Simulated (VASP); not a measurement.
Here is a VASP 6.6.1 calculation.

Contents of INCAR:

```
SYSTEM = Cd
PREC     = Accurate       ! precision mode
ENCUT    = 630            ! plane-wave cutoff, eV
EDIFF    = 1E-7           ! SCF threshold, eV
ISMEAR   = 0              ! smearing method
SIGMA    = 0.05           ! smearing width, eV
LREAL    = .False.        ! projectors in reciprocal space
LASPH    = .True.         ! aspherical terms in the spheres
NELM     = 120            ! most SCF steps
ALGO     = Normal         ! electronic algorithm
ISIF     = 3              ! what is computed and relaxed
LWAVE    = .False.        ! write WAVECAR
LCHARG   = .False.        ! write CHGCAR
IBRION   = 2              ! ionic algorithm
NSW      = 60             ! ionic steps
EDIFFG   = -0.02          ! ionic threshold
GGA_COMPAT= .False.      
NELMIN   = 4
```

KPOINTS

```
regular mesh
0
Gamma
  18 18 18
  0 0 0
```

Contents of POSCAR:

```
Cd
1.0
    0.0000000000      2.2100000000      2.2100000000
    2.2100000000      0.0000000000      2.2100000000
    2.2100000000      2.2100000000      0.0000000000
Cd
1
Direct
    0.0000000000      0.0000000000      0.0000000000
```

Potentials or basis: VASP PAW LDA potentials, release 64 (Cd_sv_GW).

Launch:

```sh
$ cat potpaw_LDA.64/Cd_sv_GW/POTCAR > POTCAR
$ mpirun -np 1 vasp_std > vasp.out
```

Predict the relaxed volume.

20.00 Å³/atom.

Estimate the relaxed cell.

a = 3.047 Å, b = 3.047 Å, c = 3.047 Å, α = 60.00°, β = 60.00°, γ = 60.00°.

Step by step:
| step | energy change (eV) | largest force (eV/Å) | pressure (GPa) | volume (Å³) |
| --- | --- | --- | --- | --- |
| 1 | 0.0000 | 0.0000 | -4.51 | 21.59 |
| 2 | -0.0236 | 0.0000 | 0.98 | 19.75 |
| 3 | -0.0244 | 0.0000 | 0.01 | 20.00 |
